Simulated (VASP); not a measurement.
# PbS (I4/mmm) in VASP: single point with LDA

Aim: the single point of PbS with LDA.

Program: VASP 6.6.1. These are calculated values, not measurements. Logs are shortened: lines on timing, memory, paths and dates and some standing lists are left out, and cuts for length are marked.

## Step 1: The cell of the first run

Symmetry: I4/mmm, No. 139, tetragonal system. Conventional cell: a = 4.319 Å, b = 4.319 Å, c = 5.930 Å, α = 90.00°, β = 90.00°, γ = 90.00°. Within 3.9 Å of Pb (site symmetry 4/mmm) lie 6 S at 2.96 to 3.05 Å. Within 3.9 Å of S (site symmetry 4/mmm) lie 6 Pb at 2.96 to 3.05 Å.

## Step 2: Single point, LDA (equal xx and yy strain of +3 %)

Contents of INCAR:

```
SYSTEM = PbS
ALGO = Normal
EDIFF = 1E-6
ENCUT = 520
GGA = CA
ISIF = 2
ISMEAR = -1
LASPH = .True.
LCHARG = .True.
LELF = .True.
LREAL = .False.
LVHAR = .True.
LWAVE = .False.
NBANDS = 17
NELM = 80
PREC = Accurate
SIGMA = 0.01
```

Contents of KPOINTS:

```
k-points
0
Gamma
  8 8 8
  0 0 0
```

Contents of POSCAR:

```
PbS
1.0
    0.0000000000      3.0539500000      2.9650000000
    3.0539500000      0.0000000000      2.9650000000
    3.0539500000      3.0539500000      0.0000000000
Pb S
1 1
Direct
    0.0000000000      0.0000000000      0.0000000000
    0.5000000000      0.5000000000      0.5000000000
```

Potentials or basis: VASP PAW LDA potentials, release 64 (Pb_d, S).

Launch:

```console
> cat potpaw_LDA.64/Pb_d/POTCAR potpaw_LDA.64/S/POTCAR > POTCAR
> mpirun -np 1 vasp_std > vasp.out
```

OUTCAR:

```text
SYSTEM = PbS
   EDIFF = 1E-6
   ENCUT = 520
   GGA = CA
   ISIF = 2
   ISMEAR = -1
   LASPH = .True.
   LREAL = .False.
   NELM = 80
   PREC = Accurate

 ion  position               nearest neighbor table
   1  0.000  0.000  0.000-   2 2.96   2 2.96   2 3.05   2 3.05   2 3.05   2 3.05
   2  0.500  0.500  0.500-   1 2.96   1 2.96   1 3.05   1 3.05   1 3.05   1 3.05

  LATTYP: Found a body centered tetragonal cell.
 ALAT       =     4.3189375088
 C/A-ratio  =     1.3730228761

  Lattice vectors:

 A1 = (   0.0000000000,  -3.0539500000,  -2.9650000000)
 A2 = (   0.0000000000,   3.0539500000,  -2.9650000000)
 A3 = (   3.0539500000,   0.0000000000,   2.9650000000)

Analysis of symmetry for initial positions (statically):
=====================================================================
 Subroutine PRICEL returns:
 Original cell was already a primitive cell.

 Routine SETGRP: Setting up the symmetry group for a
 body centered tetragonal supercell.

 Subroutine GETGRP returns: Found 16 space group operations
 (whereof 16 operations were pure point group operations)
 out of a pool of 16 trial point group operations.

The static configuration has the point symmetry D_4h.

Analysis of symmetry for dynamics (positions and initial velocities):
=====================================================================
 Subroutine PRICEL returns:
 Original cell was already a primitive cell.

 Routine SETGRP: Setting up the symmetry group for a
 body centered tetragonal supercell.

 Subroutine GETGRP returns: Found 16 space group operations
 (whereof 16 operations were pure point group operations)
 out of a pool of 16 trial point group operations.

The dynamic configuration has the point symmetry D_4h.

 Subroutine INISYM returns: Found 16 space group operations
 (whereof 16 operations are pure point group operations),
 and found     1 'primitive' translations

----------------------------------------------------------------------------------------

                                     Primitive cell

  volume of cell :      55.3068

  direct lattice vectors                    reciprocal lattice vectors
     0.000000000  3.053950000  2.965000000    -0.163722392  0.163722392  0.168634064
     3.053950000  0.000000000  2.965000000     0.163722392 -0.163722392  0.168634064
     3.053950000  3.053950000  0.000000000     0.163722392  0.163722392 -0.168634064

  length of vectors
     4.256505093  4.256505093  4.318937509     0.286439332  0.286439332  0.286439332

  position of ions in fractional coordinates (direct lattice)
     0.000000000  0.000000000  0.000000000
     0.500000000  0.500000000  0.500000000

  ion indices of the primitive-cell ions
   primitive index   ion index
                 1           1
                 2           2

----------------------------------------------------------------------------------------

 KPOINTS: k-points

Automatic generation of k-mesh.
 Grid dimensions read from file:
 generate k-points for:    8    8    8

 Generating k-lattice:

  Cartesian coordinates                     Fractional coordinates (reciprocal lattice)
    -0.020465299  0.020465299  0.021079258     0.125000000  0.000000000  0.000000000
     0.020465299 -0.020465299  0.021079258     0.000000000  0.125000000  0.000000000
     0.020465299  0.020465299 -0.021079258     0.000000000  0.000000000  0.125000000

  Length of vectors
     0.035804917  0.035804917  0.035804917

  Shift w.r.t. Gamma in fractional coordinates (k-lattice)
     0.000000000  0.000000000  0.000000000

 Subroutine IBZKPT returns following result:
 ===========================================

 Found     59 irreducible k-points:

 Following reciprocal coordinates:
            Coordinates               Weight
  0.000000  0.000000  0.000000      1.000000
  0.125000 -0.000000  0.000000      8.000000
  0.250000 -0.000000  0.000000      8.000000
  0.375000  0.000000  0.000000      8.000000
  0.500000 -0.000000  0.000000      4.000000
  0.125000  0.125000  0.000000      2.000000
[... 16 lines left out ...]
  0.250000 -0.000000  0.125000     16.000000
  0.375000  0.000000  0.125000     16.000000
 [... further k-points ...]
   k-points           NKPTS =     59   k-points in BZ     NKDIM =     59   number of bands    NBANDS=     17
   number of dos      NEDOS =    301   number of ions     NIONS =      2
   total plane-waves  NPLWV =  32768
   dimension x,y,z NGX =    32 NGY =   32 NGZ =   32
   dimension x,y,z NGXF=    64 NGYF=   64 NGZF=   64
   ions per type =               1   1
   NGX,Y,Z   is equivalent  to a cutoff of  12.50, 12.50, 12.32 a.u.
   NGXF,Y,Z  is equivalent  to a cutoff of  25.00, 25.00, 24.64 a.u.
 SYSTEM =  PbS
   PREC   = accura    normal or accurate (medium, high low for compatibility)
   ISTART =      0    job   : 0-new  1-cont  2-samecut
   ICHARG =      2    charge: 1-file 2-atom 10-const
   ISPIN  =      1    spin polarized calculation?
   LNONCOLLINEAR =      F non collinear calculations
   LSORBIT =      F    spin-orbit coupling
   LASPH  =      T    aspherical Exc in radial PAW
   ENCUT  =  520.0 eV  38.22 Ry    6.18 a.u.   7.91  7.91  8.03*2*pi/ulx,y,z
   NELM   =     80;   NELMIN=  2; NELMDL= -5     # of ELM steps
   EDIFF  = 0.1E-05   stopping-criterion for ELM
   LREAL  =      F    real-space projection
   EDIFFG = 0.1E-04   stopping-criterion for IOM
   NSW    =      0    number of steps for IOM
   IBRION =     -1    ionic relax: 0-MD 1-quasi-New 2-CG
   NFREE  =      0    steps in history (QN), initial steepest desc. (CG)
   ISIF   =      2    stress and relaxation
   ISYM   =      2    0-nonsym 1-usesym 2-fastsym
   POTIM  = 0.5000    time-step for ionic-motion
   TEBEG  =    0.0;   TEEND  =   0.0 temperature during run
   PSTRESS=    0.0 pullay stress
   NELECT =      20.0000    total number of electrons
   NUPDOWN=      -1.0000    fix difference up-down
   EMIN   =  10.00;   EMAX   =-10.00  energy-range for DOS
   EFERMI =   0.00;   METHOD = LEGACY
   ISMEAR =    -1;   SIGMA  =   0.01  broadening in eV -4-tet -1-fermi 0-gaus
   EFERMI_NEDOS =   21; number of points for ismear=-14 and -15
   IALGO  =     38    algorithm
   IMIX   =      4    mixing-type and parameters
     AMIX     =   0.40;   BMIX     =  1.00
     AMIX_MAG =   1.60;   BMIX_MAG =  1.00
  volume/ion in A,a.u.               =      27.65       186.61
  Fermi-wavevector in a.u.,A,eV,Ry     =   1.166340  2.204064 18.508684  1.360350
  Thomas-Fermi vector in A             =   2.302855
   LORBIT       =      0    0 simple, 1 ext, 2 COOP (PROOUT), +10 PAW based schemes
   GGA     = CA    functional components
   LHFCALC =     F    Hartree Fock is set to
   AEXX    =    0.0000 exact exchange contribution
   IVDW    =     0    specifies the selected vdW correction
   LEPSILON=     F    determine dielectric tensor
   LRPA    =     F    only Hartree local field effects (RPA)
 non-spin polarized calculation
  energy-cutoff  :      520.00
  volume of cell :       55.31
 maximum number of plane-waves:      1512
   NGX = 15   NGY = 15   NGZ = 17

 number of electron      20.0000006 magnetization

 Free energy of the ion-electron system (eV)
  ---------------------------------------------------
  ext. energy  EPLUGINS =         0.00000000
  ---------------------------------------------------
  free energy    TOTEN  =        -9.89609274 eV

  energy without entropy =       -9.89609274  energy(sigma->0) =       -9.89609274

 E-fermi :   4.9981     XC(G=0):  -9.7642

 val. band max:        4.8096766835   @ k =   0.5000  -0.0000   0.0000
 cond. band min:       5.1873165753   @ k =   0.5000  -0.0000   0.0000
 fundamental gap:      0.3776398917
 Fermi energy:         4.9981290686

 k-point     1 :       0.0000    0.0000    0.0000
  band No.  band energies     occupation
      1     -11.8455      2.00000
      2     -11.8392      2.00000
      3     -11.8371      2.00000
      4     -11.8371      2.00000
      5     -11.8212      2.00000
      6      -8.2203      2.00000
[... 9 lines left out ...]
     16      11.7450      0.00000
     17      13.3897      0.00000

 k-point     2 :       0.1250   -0.0000    0.0000
  band No.  band energies     occupation
      1     -11.8439      2.00000
      2     -11.8420      2.00000
      3     -11.8352      2.00000
      4     -11.8315      2.00000
      5     -11.8228      2.00000
      6      -8.0963      2.00000
[... 9 lines left out ...]
     16      12.0184      0.00000
     17      14.4300      0.00000

 k-point     3 :       0.2500   -0.0000    0.0000
  band No.  band energies     occupation
      1     -11.8497      2.00000
      2     -11.8434      2.00000
      3     -11.8357      2.00000
      4     -11.8180      2.00000
      5     -11.8171      2.00000
      6      -7.7529      2.00000
[... 9 lines left out ...]
     16      12.8176      0.00000
     17      16.1255      0.00000

 k-point     4 :       0.3750    0.0000    0.0000
  band No.  band energies     occupation
      1     -11.8573      2.00000
      2     -11.8485      2.00000
      3     -11.8368      2.00000
      4     -11.8074      2.00000
      5     -11.8026      2.00000
      6      -7.3099      2.00000
[... 9 lines left out ...]
     16      14.0620      0.00000
     17      16.2372      0.00000
[... 343 lines left out ...]
      1     -11.8461      2.00000
      2     -11.8400      2.00000
      3     -11.8395      2.00000
      4     -11.8294      2.00000
      5     -11.8213      2.00000
      6      -8.0579      2.00000
[... 9 lines left out ...]
     16      12.7123      0.00000
     17      13.7654      0.00000

 k-point    23 :       0.2500   -0.0000    0.1250
  band No.  band energies     occupation
      1     -11.8567      2.00000
      2     -11.8403      2.00000
      3     -11.8345      2.00000
      4     -11.8247      2.00000
      5     -11.8145      2.00000
      6      -7.7890      2.00000
[... 9 lines left out ...]
     16      13.4739      0.00000
     17      14.9423      0.00000

 k-point    24 :       0.3750    0.0000    0.1250
  band No.  band energies     occupation
      1     -11.8660      2.00000
      2     -11.8404      2.00000
      3     -11.8350      2.00000
      4     -11.8175      2.00000
      5     -11.8029      2.00000
      6      -7.3732      2.00000
[... 9 lines left out ...]
     16      14.5334      0.00000
     17      16.1707      0.00000

 [... further k-points ...]

------------------------ aborting loop because EDIFF is reached ----------------------------------------

  FORCE on cell =-STRESS in cart. coord.  units (eV):
  Direction    XX          YY          ZZ          XY          YZ          ZX
  --------------------------------------------------------------------------------------
  -------------------------------------------------------------------------------------
  Total       -2.1096625     -2.1096625     -1.1474238      0.0000000     -0.0000000      0.0000000
  in kB      -61.1146069    -61.1146069    -33.2396076      0.0000000     -0.0000000      0.0000000
  external PRESSURE =     -51.8229405 kB  Pullay stress =       0.0000000 kB

 VOLUME and BASIS-vectors are now :
 -----------------------------------------------------------------------------
  energy-cutoff  :      520.00
  volume of cell :       55.31
      direct lattice vectors                 reciprocal lattice vectors
     0.000000000  3.053950000  2.965000000    -0.163722392  0.163722392  0.168634064
     3.053950000  0.000000000  2.965000000     0.163722392 -0.163722392  0.168634064
     3.053950000  3.053950000  0.000000000     0.163722392  0.163722392 -0.168634064

 POSITION                                       TOTAL-FORCE (eV/Angst)
 -----------------------------------------------------------------------------------
      0.00000      0.00000      0.00000         0.000000     -0.000000      0.000000
      3.05395      3.05395      2.96500        -0.000000      0.000000      0.000000
 -----------------------------------------------------------------------------------
    total drift:                                0.000000     -0.000000     -0.000000

  FREE ENERGIE OF THE ION-ELECTRON SYSTEM (eV)
  ---------------------------------------------------
  free  energy   TOTEN  =        -9.8960927431 eV

  energy  without entropy=       -9.8960927431  energy(sigma->0) =       -9.89609274
```

It took 58 s on 1 thread of Intel Xeon 8259CL, shared host; peak memory 0.19 GiB.

What came out:

| Quantity | Value |
| --- | --- |
| Free energy | -9.8961 eV |
| Pressure | -5.2 GPa |
| Band gap on the k mesh | 0.38 eV |

Stress tensor (GPa, compression positive):
```
-6.11  0.00  0.00
 0.00 -6.11  0.00
 0.00  0.00 -3.32
```

Caveat: the cell differs from its parent crystal (equal xx and yy strain of +3 %); the cell stands under tension; spin-orbit coupling is left out, which moves the levels of the heavy elements.
